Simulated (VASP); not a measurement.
Runs of VASP 6.6.1 on TlCl. The structure is that of space group Pm-3m (No. 221), or close to it. The cells are those of the table. 

```csv
task,cell,k mesh,smearing,gap on the mesh (eV),pressure (GPa)
single point,"a = 3.579 Å, 2 atoms",6 × 6 × 6,gaussian 0.01 eV,(c),9.9
single point,"a = 3.634 Å, 2 atoms",6 × 6 × 6,gaussian 0.01 eV,2.05,(a)
single point,"a = 3.507 Å, 2 atoms",6 × 6 × 6,gaussian 0.01 eV,1.49,(b)
relaxation of cell and atoms,"relaxed to -2 GPa from a = 3.837 Å, 2 atoms",6 × 6 × 6,gaussian 0.01 eV,2.70,-2.0
single point,"a = 3.837 Å, 2 atoms",10 × 10 × 10,fermi-dirac 0.1 eV,(d),0.0
single point,"a = 3.703 Å, 2 atoms",6 × 6 × 6,gaussian 0.01 eV,2.22,3.9
single point,"a = 3.954 Å, 2 atoms",6 × 6 × 6,gaussian 0.01 eV,2.71,-2.0
relaxation of cell and atoms,"relaxed to 2 GPa from a = 3.837 Å, 2 atoms",6 × 6 × 6,gaussian 0.01 eV,2.36,2.0
single point,"a = 3.761 Å, 2 atoms",6 × 6 × 6,gaussian 0.01 eV,2.36,1.9
relaxation of cell and atoms,"relaxed to 7 GPa from a = 3.837 Å, 2 atoms",6 × 6 × 6,gaussian 0.01 eV,2.05,7.0
```

Alike in all rows: level r2SCAN; potentials or basis VASP PAW PBE potentials, release 64 (Tl_d, Cl); no spin polarisation; cutoff (eV) 550.

Question: Fill in the values left out.

Answer: (a) 6.9; (b) 14.9; (c) 1.89; (d) 2.51.

Caveats: the PAW data sets were made with another functional, which shifts forces and pressure a little; spin-orbit coupling is left out, which moves the levels of the heavy elements; the cell is relaxed towards a set pressure, so the enthalpy falls and the energy may rise (some runs).

A k mesh can miss the band edges, and the runs leave out spin-orbit coupling on Tl.
